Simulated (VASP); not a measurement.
# SnO (Pmn2_1) in VASP: relaxation of cell and atoms with PBE+D3(BJ)

Aim: the relaxation of cell and atoms of SnO with PBE+D3(BJ).

All numbers are computed with VASP 6.6.1; they aren't measurements. Logs are shortened: lines on timing, memory, paths and dates and some standing lists are left out, and cuts for length are marked.

## 1. The cell of the first run

Symmetry: Pmn2_1, No. 31, orthorhombic system. The conventional cell has a = 3.355 Å, b = 5.674 Å, c = 4.222 Å, α = 90.00°, β = 90.00°, γ = 90.00°. Within 2.8 Å of Sn (site symmetry m) lie 3 O at 2.15 to 2.16 Å. Within 2.8 Å of O (site symmetry m) lie 3 Sn at 2.15 to 2.16 Å.

## 2. Relaxation of cell and atoms, PBE+D3(BJ)

INCAR

```
SYSTEM = SnO
PREC = Accurate
ENCUT = 600
EDIFF = 1E-6
ISMEAR = 0
SIGMA = 0.02
LREAL = .FALSE.
LASPH = .TRUE.
NELM = 100
ALGO = Normal
ISIF = 3
LWAVE = .FALSE.
LCHARG = .FALSE.
GGA = PE
IVDW = 12
IBRION = 2
NSW = 100
EDIFFG = -0.005
```

KPOINTS

```
regular mesh
0
G
  8 6 6
  0 0 0
```

POSCAR

```
SnO
1.0
    3.3550050000      0.0000000000      0.0000000000
    0.0000000000      5.6741040000      0.0000000000
    0.0000000000      0.0000000000      4.2219700000
Sn O
2 2
Direct
    0.0000000000      0.2319090000      0.5131440000
    0.5000000000      0.7680910000      0.0131440000
    0.0000000000      0.8912500000      0.7368570000
    0.5000000000      0.1087500000      0.2368570000
```

Potentials or basis: VASP PAW PBE potentials, release 64 (Sn_d, O).

Launch:

```console
$ cat potpaw_PBE.64/Sn_d/POTCAR potpaw_PBE.64/O/POTCAR > POTCAR
$ mpirun -np 1 vasp_std > vasp.out
```

OUTCAR:

```text
SYSTEM = SnO
   PREC = Accurate
   ENCUT = 600
   EDIFF = 1E-6
   ISMEAR = 0
   LREAL = .FALSE.
   LASPH = .TRUE.
   NELM = 100
   ISIF = 3
   GGA = PE
   IVDW = 12
   IBRION = 2
   NSW = 100
   EDIFFG = -0.005
 IVDW          = 12

 ion  position               nearest neighbor table
   1  0.000  0.232  0.513-   3 2.15   4 2.16   4 2.16
   2  0.500  0.768  0.013-   4 2.15   3 2.16   3 2.16
   3  0.000  0.891  0.737-   1 2.15   2 2.16   2 2.16
   4  0.500  0.109  0.237-   2 2.15   1 2.16   1 2.16

  LATTYP: Found a simple orthorhombic cell.
 ALAT       =     3.3550050000
 B/A-ratio  =     1.2584094510
 C/A-ratio  =     1.6912356315

  Lattice vectors:

 A1 = (  -3.3550050000,   0.0000000000,   0.0000000000)
 A2 = (   0.0000000000,   0.0000000000,   4.2219700000)
 A3 = (   0.0000000000,   5.6741040000,   0.0000000000)

Analysis of symmetry for initial positions (statically):
=====================================================================
 Subroutine PRICEL returns:
 Original cell was already a primitive cell.

 Routine SETGRP: Setting up the symmetry group for a
 simple orthorhombic supercell.

 Subroutine GETGRP returns: Found  4 space group operations
 (whereof  2 operations were pure point group operations)
 out of a pool of  8 trial point group operations.

The static configuration has the point symmetry C_1h.
 The point group associated with its full space group is C_2v.

Analysis of symmetry for dynamics (positions and initial velocities):
=====================================================================
 Subroutine PRICEL returns:
 Original cell was already a primitive cell.

 Routine SETGRP: Setting up the symmetry group for a
 simple orthorhombic supercell.

 Subroutine GETGRP returns: Found  4 space group operations
 (whereof  2 operations were pure point group operations)
 out of a pool of  8 trial point group operations.

The dynamic configuration has the point symmetry C_1h.
 The point group associated with its full space group is C_2v.

 Subroutine INISYM returns: Found  4 space group operations
 (whereof  2 operations are pure point group operations),
 and found     1 'primitive' translations

----------------------------------------------------------------------------------------

                                     Primitive cell

  volume of cell :      80.3722

  direct lattice vectors                    reciprocal lattice vectors
     3.355005000  0.000000000  0.000000000     0.298062149  0.000000000  0.000000000
     0.000000000  5.674104000  0.000000000     0.000000000  0.176239279  0.000000000
     0.000000000  0.000000000  4.221970000     0.000000000  0.000000000  0.236856254

  length of vectors
     3.355005000  5.674104000  4.221970000     0.298062149  0.176239279  0.236856254

  position of ions in fractional coordinates (direct lattice)
     0.000000000  0.231909000  0.513144000
     0.500000000  0.768091000  0.013144000
     0.000000000  0.891250000  0.736857000
     0.500000000  0.108750000  0.236857000

  ion indices of the primitive-cell ions
   primitive index   ion index
                 1           1
                 2           2
                 3           3
                 4           4

----------------------------------------------------------------------------------------

 KPOINTS: regular mesh

Automatic generation of k-mesh.
 Grid dimensions read from file:
 generate k-points for:    8    6    6

 Generating k-lattice:

  Cartesian coordinates                     Fractional coordinates (reciprocal lattice)
     0.037257769  0.000000000  0.000000000     0.125000000  0.000000000  0.000000000
     0.000000000  0.029373213  0.000000000     0.000000000  0.166666667  0.000000000
     0.000000000  0.000000000  0.039476042     0.000000000  0.000000000  0.166666667

  Length of vectors
     0.037257769  0.029373213  0.039476042

  Shift w.r.t. Gamma in fractional coordinates (k-lattice)
     0.000000000  0.000000000  0.000000000

 Subroutine IBZKPT returns following result:
 ===========================================

 Found     80 irreducible k-points:

 Following reciprocal coordinates:
            Coordinates               Weight
  0.000000  0.000000  0.000000      1.000000
  0.125000  0.000000  0.000000      2.000000
  0.250000  0.000000  0.000000      2.000000
  0.375000  0.000000  0.000000      2.000000
  0.500000  0.000000  0.000000      1.000000
  0.000000  0.166667  0.000000      2.000000
[... 16 lines left out ...]
  0.250000  0.000000  0.166667      4.000000
  0.375000  0.000000  0.166667      4.000000
 [... further k-points ...]
   k-points           NKPTS =     80   k-points in BZ     NKDIM =     80   number of bands    NBANDS=     24
   number of dos      NEDOS =    301   number of ions     NIONS =      4
   total plane-waves  NPLWV =  48384
   dimension x,y,z NGX =    28 NGY =   48 NGZ =   36
   dimension x,y,z NGXF=    56 NGYF=   96 NGZF=   72
   ions per type =               2   2
   NGX,Y,Z   is equivalent  to a cutoff of  13.87, 14.06, 14.18 a.u.
   NGXF,Y,Z  is equivalent  to a cutoff of  27.75, 28.13, 28.35 a.u.
 SYSTEM =  SnO
   PREC   = accura    normal or accurate (medium, high low for compatibility)
   ISTART =      0    job   : 0-new  1-cont  2-samecut
   ICHARG =      2    charge: 1-file 2-atom 10-const
   ISPIN  =      1    spin polarized calculation?
   LNONCOLLINEAR =      F non collinear calculations
   LSORBIT =      F    spin-orbit coupling
   LASPH  =      T    aspherical Exc in radial PAW
   ENCUT  =  600.0 eV  44.10 Ry    6.64 a.u.   6.70 11.33  8.43*2*pi/ulx,y,z
   NELM   =    100;   NELMIN=  2; NELMDL= -5     # of ELM steps
   EDIFF  = 0.1E-05   stopping-criterion for ELM
   LREAL  =      F    real-space projection
   EDIFFG = -.5E-02   stopping-criterion for IOM
   NSW    =    100    number of steps for IOM
   IBRION =      2    ionic relax: 0-MD 1-quasi-New 2-CG
   NFREE  =      1    steps in history (QN), initial steepest desc. (CG)
   ISIF   =      3    stress and relaxation
   ISYM   =      2    0-nonsym 1-usesym 2-fastsym
   POTIM  = 0.5000    time-step for ionic-motion
   TEBEG  =    0.0;   TEEND  =   0.0 temperature during run
   PSTRESS=    0.0 pullay stress
   NELECT =      40.0000    total number of electrons
   NUPDOWN=      -1.0000    fix difference up-down
   EMIN   =  10.00;   EMAX   =-10.00  energy-range for DOS
   EFERMI =   0.00;   METHOD = LEGACY
   ISMEAR =     0;   SIGMA  =   0.02  broadening in eV -4-tet -1-fermi 0-gaus
   EFERMI_NEDOS =   21; number of points for ismear=-14 and -15
   IALGO  =     38    algorithm
   IMIX   =      4    mixing-type and parameters
     AMIX     =   0.40;   BMIX     =  1.00
     AMIX_MAG =   1.60;   BMIX_MAG =  1.00
  volume/ion in A,a.u.               =      20.09       135.59
  Fermi-wavevector in a.u.,A,eV,Ry     =   1.297357  2.451650 22.900458  1.683136
  Thomas-Fermi vector in A             =   2.428755
   LORBIT       =      0    0 simple, 1 ext, 2 COOP (PROOUT), +10 PAW based schemes
   GGA     = PE    functional components
   LHFCALC =     F    Hartree Fock is set to
   AEXX    =    0.0000 exact exchange contribution
   IVDW    =    12    specifies the selected vdW correction
   LEPSILON=     F    determine dielectric tensor
   LRPA    =     F    only Hartree local field effects (RPA)
 conjugate gradient relaxation of ions
 non-spin polarized calculation
 Gauss-broadening in eV      SIGMA  =   0.02
  energy-cutoff  :      600.00
  volume of cell :       80.37
 maximum number of plane-waves:      2719
 NGX is ok and might be reduce to    28
   NGX = 13   NGY = 23   NGZ = 17

--------------------------------------- Ionic step        1  -------------------------------------------

 number of electron      40.0000004 magnetization

 Free energy of the ion-electron system (eV)
  ---------------------------------------------------
  ext. energy  EPLUGINS =         0.00000000
  ---------------------------------------------------
  free energy    TOTEN  =       -22.44739424 eV

  energy without entropy =      -22.44739424  energy(sigma->0) =      -22.44739424

------------------------ aborting loop because EDIFF is reached ----------------------------------------

 Edisp (eV)   -0.82443

 E8    (eV) :    -0.3596
[... 111 lines left out ...]
  FREE ENERGIE OF THE ION-ELECTRON SYSTEM (eV)
  ---------------------------------------------------
  free  energy   TOTEN  =       -23.2762458787 eV

  energy  without entropy=      -23.2762458787  energy(sigma->0) =      -23.27624588

[... ionic steps 4 to 34 ...]

--------------------------------------- Ionic step       35  -------------------------------------------

 number of electron      40.0000008 magnetization

------------------------ aborting loop because EDIFF is reached ----------------------------------------
[... 37 lines left out ...]
--------------------------------------- Ionic step       36  -------------------------------------------

 number of electron      40.0000008 magnetization

 E-fermi :   5.7800     XC(G=0):  -9.9999

 val. band max:        5.6766637855   @ k =   0.0000   0.0000   0.0000
 cond. band min:       6.9499454414   @ k =   0.3750   0.5000   0.0000
 fundamental gap:      1.2732816559
 Fermi energy:         5.7800030936

 k-point     1 :       0.0000    0.0000    0.0000
  band No.  band energies     occupation
      1     -15.5372      2.00000
      2     -15.2363      2.00000
      3     -15.1735      2.00000
      4     -15.1233      2.00000
      5     -15.0969      2.00000
      6     -15.0781      2.00000
[... 637 lines left out ...]
     23      10.2327      0.00000
     24      10.7184      0.00000

 [... further k-points ...]

------------------------ aborting loop because EDIFF is reached ----------------------------------------

 Edisp (eV)   -0.89501

 E8    (eV) :    -0.3898
[... 33 lines left out ...]
--------------------------------------- Ionic step       37  -------------------------------------------

 number of electron      40.0000007 magnetization

 Free energy of the ion-electron system (eV)
  ---------------------------------------------------
  ext. energy  EPLUGINS =         0.00000000
  ---------------------------------------------------
  free energy    TOTEN  =       -22.40080488 eV

  energy without entropy =      -22.40080488  energy(sigma->0) =      -22.40080488

 E-fermi :   5.7874     XC(G=0): -10.0019

 val. band max:        5.6802054420   @ k =   0.0000   0.0000   0.0000
 cond. band min:       6.9538776463   @ k =   0.3750   0.5000   0.0000
 fundamental gap:      1.2736722043
 Fermi energy:         5.7874162335

 k-point     1 :       0.0000    0.0000    0.0000
  band No.  band energies     occupation
      1     -15.5337      2.00000
      2     -15.2314      2.00000
      3     -15.1685      2.00000
      4     -15.1182      2.00000
      5     -15.0917      2.00000
      6     -15.0729      2.00000
[... 637 lines left out ...]
     23      10.2401      0.00000
     24      10.7251      0.00000

 [... further k-points ...]

------------------------ aborting loop because EDIFF is reached ----------------------------------------

 Edisp (eV)   -0.89539

 E8    (eV) :    -0.3899
[... 27 lines left out ...]
  FREE ENERGIE OF THE ION-ELECTRON SYSTEM (eV)
  ---------------------------------------------------
  free  energy   TOTEN  =       -23.2961990229 eV

  energy  without entropy=      -23.2961990229  energy(sigma->0) =      -23.29619902

 reached required accuracy - stopping structural energy minimisation
```

It took 64 min on 1 thread of Oxide Virtual Turin-like, shared host; peak memory 0.32 GiB.

Results:

```
Free energy                           : -23.2962 eV
Relaxed volume                        : 18.53 Å³/atom
Relaxed cell                          : a = 3.347 Å, b = 5.715 Å, c = 3.875 Å, α = 90.00°, β = 90.00°, γ = 90.00°
Space group after relaxing (to 0.1 Å) : Pmn2_1 (No. 31)
Energy gained by relaxing             : 6.1 meV/atom
Ionic steps                           : 37
Pressure after relaxing               : 0.0 GPa
Band gap on the k mesh                : 1.27 eV (least direct gap 1.86 eV)
Dispersion energy per atom            : -0.224 eV
```

Step by step:
| step | energy change (eV) | largest force (eV/Å) | pressure (GPa) | volume (Å³) |
| --- | --- | --- | --- | --- |
| 1 | 0.0000 | 0.0650 | -1.21 | 80.37 |
| 2 | -0.0031 | 0.2996 | 0.62 | 78.62 |
| 3 | -0.0044 | 0.1783 | -0.03 | 79.24 |
| 4 | -0.0075 | 0.1122 | -0.08 | 78.77 |
| 5 | -0.0094 | 0.1111 | -0.18 | 77.68 |
| 6 | -0.0096 | 0.0804 | -0.16 | 77.97 |
| 7 | -0.0112 | 0.0715 | 0.03 | 77.44 |
| 8 | -0.0127 | 0.1052 | 0.63 | 76.04 |
| 9 | -0.0132 | 0.0919 | 0.55 | 75.95 |
| 10 | -0.0144 | 0.0792 | 0.33 | 75.68 |
| 11 | -0.0146 | 0.1272 | -0.04 | 75.14 |
| 12 | -0.0149 | 0.0943 | 0.12 | 75.35 |
| 13 | -0.0152 | 0.0868 | 0.07 | 75.39 |
| 14 | -0.0161 | 0.0653 | 0.00 | 75.49 |
| 15 | -0.0167 | 0.0823 | -0.15 | 75.69 |
| 16 | -0.0171 | 0.0740 | -0.13 | 75.69 |
| 17 | -0.0181 | 0.0510 | -0.01 | 75.68 |
| 18 | -0.0188 | 0.1023 | 0.22 | 75.66 |
| 19 | -0.0195 | 0.0617 | 0.02 | 75.77 |
| 20 | -0.0198 | 0.0524 | -0.30 | 75.95 |
| 21 | -0.0198 | 0.0443 | -0.17 | 75.90 |
| 22 | -0.0202 | 0.0374 | -0.18 | 75.82 |
| 23 | -0.0210 | 0.0182 | -0.09 | 75.56 |
| 24 | -0.0217 | 0.0255 | 0.10 | 75.06 |
| 25 | -0.0221 | 0.0317 | 0.00 | 75.01 |
| 26 | -0.0229 | 0.0684 | -0.30 | 74.86 |
| 27 | -0.0232 | 0.0538 | -0.22 | 74.76 |
| 28 | -0.0238 | 0.0430 | -0.02 | 74.44 |
| 29 | -0.0236 | 0.0777 | 0.42 | 73.81 |
| 30 | -0.0240 | 0.0389 | 0.19 | 74.19 |
| 31 | -0.0241 | 0.0286 | 0.08 | 74.16 |
| 32 | -0.0242 | 0.0185 | 0.01 | 74.12 |
| 33 | -0.0242 | 0.0166 | -0.01 | 74.13 |
| 34 | -0.0243 | 0.0109 | -0.03 | 74.15 |
| 35 | -0.0243 | 0.0210 | -0.09 | 74.18 |
| 36 | -0.0244 | 0.0104 | -0.06 | 74.15 |
| 37 | -0.0244 | 0.0011 | -0.01 | 74.12 |

Final structure:
```
Sn O
1.0
     3.34682    0.00000    0.00000
     0.00000    5.71452    0.00000
     0.00000    0.00000    3.87541
Sn O
2 2
Direct
  0.00000 0.23593 0.53016
  0.50000 0.76407 0.03016
  0.00000 0.88182 0.71984
  0.50000 0.11818 0.21984
```

Levels at points of the mesh, in eV from the valence-band top:
| k point | band 16 | band 17 | band 18 | band 19 | band 20 | band 21 | band 22 | band 23 | band 24 |
| --- | --- | --- | --- | --- | --- | --- | --- | --- | --- |
| (0.00, 0.00, 0.00) | -3.94 | -3.62 | -2.60 | -2.15 | 0.00 | 3.26 | 3.42 | 6.32 | 6.37 |
| (0.50, 0.00, 0.00) | -4.29 | -2.65 | -2.65 | -1.24 | -1.24 | 2.53 | 2.53 | 5.76 | 5.76 |
| (0.00, 0.50, 0.00) | -3.99 | -3.90 | -2.63 | -1.79 | -1.47 | 3.36 | 4.49 | 5.17 | 5.58 |
| (0.50, 0.50, 0.00) | -4.03 | -2.65 | -2.65 | -1.07 | -1.07 | 1.98 | 1.98 | 6.36 | 6.36 |
| (0.00, 0.00, 0.50) | -3.64 | -3.15 | -3.15 | -1.40 | -1.40 | 2.52 | 2.52 | 5.52 | 5.52 |
| (0.50, 0.00, 0.50) | -4.09 | -3.49 | -3.49 | -1.25 | -1.25 | 2.21 | 2.21 | 4.66 | 4.66 |
| (0.00, 0.50, 0.50) | -3.14 | -2.96 | -2.96 | -1.47 | -1.47 | 1.97 | 1.97 | 6.00 | 6.00 |
| (0.50, 0.50, 0.50) | -4.25 | -3.76 | -3.76 | -0.49 | -0.49 | 2.40 | 2.40 | 4.22 | 4.22 |

Caveat: spin-orbit coupling is left out, which moves the levels of the heavy elements.
